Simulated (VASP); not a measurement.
# Rb (Im-3m) in VASP: further runs, part 2 of 2

VASP 6.6.1. Earlier steps stand in the parts before.

## (3) Electric field gradients, PBE (volume scaled by 0.9405)

INCAR reads:

```
PREC = Accurate
ENCUT = 520
EDIFF = 1E-8
ISMEAR = -1
SIGMA = 0.05
LREAL = F
LASPH = T
NELM = 60
ALGO = Normal
ISIF = 2
LWAVE = F
LCHARG = F
GGA = PE
LEFG = T
NBANDS = 10
```

KPOINTS reads:

```
regular mesh
0
Gamma
  8 8 8
```

POSCAR reads:

```
Rb
1.0
   -2.7492058961      2.7492058961      2.7492058961
    2.7492058961     -2.7492058961      2.7492058961
    2.7492058961      2.7492058961     -2.7492058961
Rb
1
Direct
    0.0000000000      0.0000000000      0.0000000000
```

Potentials or basis: VASP PAW PBE potentials, release 64 (Rb_sv).

Command:

```bash
> cat potpaw_PBE.64/Rb_sv/POTCAR > POTCAR
> mpirun -np 1 vasp_std > vasp.out
```

OUTCAR:

```text
PREC = Accurate
   ENCUT = 520
   EDIFF = 1E-8
   ISMEAR = -1
   LREAL = F
   LASPH = T
   NELM = 60
   ISIF = 2
   GGA = PE

 ion  position               nearest neighbor table
   1  0.000  0.000  0.000-

  LATTYP: Found a body centered cubic cell.
 ALAT       =     5.4984117922

  Lattice vectors:

 A1 = (  -2.7492058961,   2.7492058961,   2.7492058961)
 A2 = (   2.7492058961,  -2.7492058961,   2.7492058961)
 A3 = (   2.7492058961,   2.7492058961,  -2.7492058961)

Analysis of symmetry for initial positions (statically):
=====================================================================
 Subroutine PRICEL returns:
 Original cell was already a primitive cell.

 Routine SETGRP: Setting up the symmetry group for a
 body centered cubic supercell.
[... 492 lines left out ...]
  in kB        3.1406482      3.1406482      3.1406482      0.0000000      0.0000000     -0.0000000
  external PRESSURE =       3.1406482 kB  Pullay stress =       0.0000000 kB

 VOLUME and BASIS-vectors are now :
 -----------------------------------------------------------------------------
  energy-cutoff  :      520.00
  volume of cell :       83.12
      direct lattice vectors                 reciprocal lattice vectors
    -2.749205896  2.749205896  2.749205896     0.000000000  0.181870700  0.181870700
     2.749205896 -2.749205896  2.749205896     0.181870700  0.000000000  0.181870700
     2.749205896  2.749205896 -2.749205896     0.181870700  0.181870700  0.000000000

 POSITION                                       TOTAL-FORCE (eV/Angst)
 -----------------------------------------------------------------------------------
      0.00000      0.00000      0.00000        -0.000000     -0.000000     -0.000000
 -----------------------------------------------------------------------------------
    total drift:                               -0.000000      0.000000      0.000000

  FREE ENERGIE OF THE ION-ELECTRON SYSTEM (eV)
  ---------------------------------------------------
  free  energy   TOTEN  =        -0.9278831927 eV

  energy  without entropy=       -0.9170686561  energy(sigma->0) =       -0.92247592

 Electric field gradients (V/A^2)
---------------------------------------------------------------------
 ion       V_xx      V_yy      V_zz      V_xy      V_xz      V_yz
---------------------------------------------------------------------
   1      -0.000    -0.000    -0.000     0.000     0.000     0.000
---------------------------------------------------------------------

 Electric field gradients after diagonalization (V/A^2)
 (convention: |V_zz| > |V_xx| > |V_yy|)
----------------------------------------------------------------------
 ion       V_xx      V_yy      V_zz     asymmetry (V_yy - V_xx)/ V_zz
----------------------------------------------------------------------
   1      -0.000    -0.000     0.000       0.000
----------------------------------------------------------------------

           NMR quadrupolar parameters

 Cq : quadrupolar parameter    Cq=e*Q*V_zz/h
 eta: asymmetry parameters     (V_yy - V_xx)/ V_zz
 Q  : nuclear electric quadrupole moment in mb (millibarn)
----------------------------------------------------------------------
 ion       Cq(MHz)       eta       Q (mb)
----------------------------------------------------------------------
   1       0.000       0.000       1.000
----------------------------------------------------------------------
```

OSZICAR:

```text
N       E                     dE             d eps       ncg     rms          rms(c)
DAV:   1     0.407928928496E+02    0.40793E+02   -0.33273E+03   580   0.660E+02
DAV:   2     0.149032568706E+01   -0.39303E+02   -0.38753E+02   632   0.125E+02
DAV:   3    -0.832765843436E+00   -0.23231E+01   -0.23144E+01   770   0.307E+01
DAV:   4    -0.925897078912E+00   -0.93131E-01   -0.93049E-01   814   0.494E+00
DAV:   5    -0.926934144795E+00   -0.10371E-02   -0.10370E-02   736   0.543E-01    0.139E+00
DAV:   6    -0.927064272313E+00   -0.13013E-03   -0.21075E-03   808   0.257E-01    0.848E-01
DAV:   7    -0.927774882934E+00   -0.71061E-03   -0.35482E-03   692   0.336E-01    0.531E-02
DAV:   8    -0.927873614923E+00   -0.98732E-04   -0.14342E-04   664   0.969E-02    0.179E-02
DAV:   9    -0.927883558682E+00   -0.99438E-05   -0.10941E-05   780   0.241E-02    0.474E-03
DAV:  10    -0.927883169884E+00    0.38880E-06   -0.39755E-06   762   0.111E-02    0.900E-04
DAV:  11    -0.927883204962E+00   -0.35077E-07   -0.13730E-07   782   0.217E-03    0.273E-04
DAV:  12    -0.927883188830E+00    0.16132E-07   -0.12263E-08   672   0.583E-04    0.182E-04
DAV:  13    -0.927883192717E+00   -0.38877E-08   -0.37971E-10   336   0.127E-04
   1 F= -.92788319E+00 E0= -.92247592E+00  d E =-.108145E-01
```

Wall time 12 s (1 thread of Intel Xeon Platinum 8488C (Sapphire Rapids), shared host); peak memory 0.19 GiB.

Results:

* Free energy: -0.9279 eV
* Pressure: 0.3 GPa

Levels at points of the mesh, in eV from the Fermi level:
```
           k point  band 1  band 2  band 3  band 4  band 5  band 6  band 7  band 8  band 9
(0.00, 0.00, 0.00)  -28.88  -12.92  -12.92  -12.92   -2.12    3.74    3.74    3.74    4.74
(0.50, 0.00, 0.00)  -28.88  -13.05  -12.96  -12.92    0.19    0.83    2.57    4.42    5.39
(0.50, 0.50, 0.50)  -28.87  -13.01  -13.01  -13.01    1.17    1.17    3.47    3.47    3.47
```

Caveat: without QUAD_EFG the Cq values of the log hold for a quadrupole moment of 1 mb, not for the nuclei.
